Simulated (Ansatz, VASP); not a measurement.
## Si: VASP beside Ansatz

The input INCAR:

```
SYSTEM = Si
PREC     = Accurate       ! precision mode
ENCUT    = 520            ! plane-wave cutoff, eV
EDIFF    = 1E-7           ! SCF threshold, eV
ISMEAR   = 0              ! smearing method
SIGMA    = 0.03           ! smearing width, eV
LREAL    = .False.        ! projectors in reciprocal space
LASPH    = .True.         ! aspherical terms in the spheres
NELM     = 100            ! most SCF steps
ALGO     = Normal         ! electronic algorithm
ISIF     = 2              ! what is computed and relaxed
LWAVE    = .False.        ! write WAVECAR
LCHARG   = .False.        ! write CHGCAR
GGA      = CA             ! functional
NBANDS   = 16             ! bands
```

File KPOINTS:

```
Automatic mesh
0
Gamma
  12 12 6
  0 0 0
```

The input POSCAR:

```
Si
1.0
    3.9845701589      0.0000000000      0.0000000000
   -1.9922850795      3.4507389808      0.0000000000
    0.0000000000      0.0000000000      6.8392317602
Si
4
Direct
    0.3333333333      0.6666666667      0.0630095000
    0.6666666667      0.3333333333      0.5630095000
    0.3333333333      0.6666666667      0.4369905000
    0.6666666667      0.3333333333      0.9369905000
```

Input for Ansatz:

```yaml
crystal:
  lattice:
    - [3.9845701589, 0.0, 0.0]
    - [-1.9922850795, 3.4507389808, 0.0]
    - [0.0, 0.0, 6.8392317602]
  atoms:
    - { symbol: Si, position: [0.3333333333, 0.6666666667, 0.0630095] }
    - { symbol: Si, position: [0.6666666667, 0.3333333333, 0.5630095] }
    - { symbol: Si, position: [0.3333333333, 0.6666666667, 0.4369905] }
    - { symbol: Si, position: [0.6666666667, 0.3333333333, 0.9369905] }
basis:
  ecutwfc: 420
kpoints:
  mp_grid: { grid: [12, 12, 6] }
hamiltonian:
  xc: lda
scf:
  occupations: { method: gaussian, width: 0.03 }
output:
  forces: true
  stress: true
  eigenvalues: true
```

Change from the starting cell: strain +0.040 along x and y, +0.080 along z, atoms carried along.

Alike in both runs: task single point; functional LDA; k mesh 12 × 12 × 6; occupations gaussian, width 0.03 eV; no spin polarisation.

|  | VASP | Ansatz |
| --- | --- | --- |
| version | VASP 6.6.1 | Ansatz 0.2.0 |
| potentials or method | VASP PAW LDA potentials, release 64 (Si), cutoff 520 eV | scalar-relativistic, plane waves, PAW |
| valence electrons in the cell | 16 | 16 |

Ansatz gave:

| Item | Value |
| --- | --- |
| gap on the k mesh at the Fermi level (eV) | 0.51 |
| least direct gap on the mesh (eV) | 0.85 |
| pressure (GPa) | -11.5 |
| traceless stress, the component that is largest in VASP (GPa) | -3.23 |
| rms of the force components (eV/Å) | 0.026 |

Q: Which values does VASP return?

A: gap on the k mesh at the Fermi level (eV): 0.51; least direct gap on the mesh (eV): 0.86; pressure (GPa): -11.5; traceless stress, the component that is largest in VASP (GPa): -3.25; rms of the force components (eV/Å): 0.026.

LDA's correlation is that of Perdew and Zunger in VASP and of Perdew and Wang (1992) in Ansatz. Atom by atom the forces differ by 0.000 eV/Å (rms over components).
